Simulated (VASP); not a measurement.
## EuO: single point with PBE

Crystal: EuO.

```
Eu O
1.0
     0.00000    2.49610    2.49610
     2.49610    0.00000    2.49610
     2.49610    2.49610    0.00000
Eu O
1 1
Direct
  0.00000 0.00000 0.00000
  0.50000 0.50000 0.50000
```

```json
{"Program": "VASP 6.6.1", "Task": "single point", "Functional": "PBE", "Potentials or basis": "VASP PAW PBE potentials, release 64 (Eu, O)", "Cutoff": "600 eV", "k mesh": "12 × 12 × 12", "Occupations": "gaussian, width 0.05 eV", "Spin": "collinear spin, ferromagnetic start", "Starting moments": "[7.22, 0.0] μB"}
```

```json
{"Pressure": "4.0 GPa", "Net moment": "6.92 μB per cell", "Site moments": "Eu +6.56; O -0.10 μB", "Valence electrons inside the program's atomic spheres": "Eu 14.86; O 4.98"}
```

Levels at points of the mesh, in eV from the Fermi level:
Spin up:
| k point | band 11 | band 12 | band 13 | band 14 | band 15 | band 16 | band 17 | band 18 | band 19 | band 20 |
| --- | --- | --- | --- | --- | --- | --- | --- | --- | --- | --- |
| (0.00, 0.00, 0.00) | -0.25 | -0.25 | 0.04 | 0.11 | 0.11 | 0.11 | 1.61 | 1.61 | 1.61 | 4.05 |
| (0.50, 0.00, 0.00) | -0.54 | -0.30 | -0.30 | -0.28 | -0.24 | 2.42 | 4.67 | 4.67 | 5.33 | 8.33 |
| (0.50, 0.50, 0.00) | -0.43 | -0.40 | -0.40 | -0.31 | -0.01 | -0.01 | 3.90 | 6.12 | 7.13 | 7.13 |
Spin down:
```
           k point  band 4  band 5  band 6  band 7  band 8  band 9  band 10  band 11  band 12  band 13
(0.00, 0.00, 0.00)  -17.49  -17.49   -4.01   -4.01   -4.01    1.16     2.73     2.73     2.73     3.55
(0.50, 0.00, 0.00)  -17.60  -16.18   -6.14   -5.24   -5.24    3.25     3.64     4.07     4.07     4.49
(0.50, 0.50, 0.00)  -18.03  -18.03   -3.87   -3.87   -3.82   -0.50     4.13     4.20     4.34     4.34
```

Run time: 2.2 min on 1 thread of Intel(R) Xeon(R) Platinum 8488C (Sapphire Rapids) (shared host), peak memory 0.26 GiB.

Caveat: the cell stands under pressure; spin-orbit coupling is left out, which moves the levels of the heavy elements; a cell with one magnetic atom can't hold antiferromagnetic order, which such compounds often take; semilocal functionals describe open f shells poorly, which spoils levels, moments and volumes. The state reached can hang on the start; a lower one may exist.
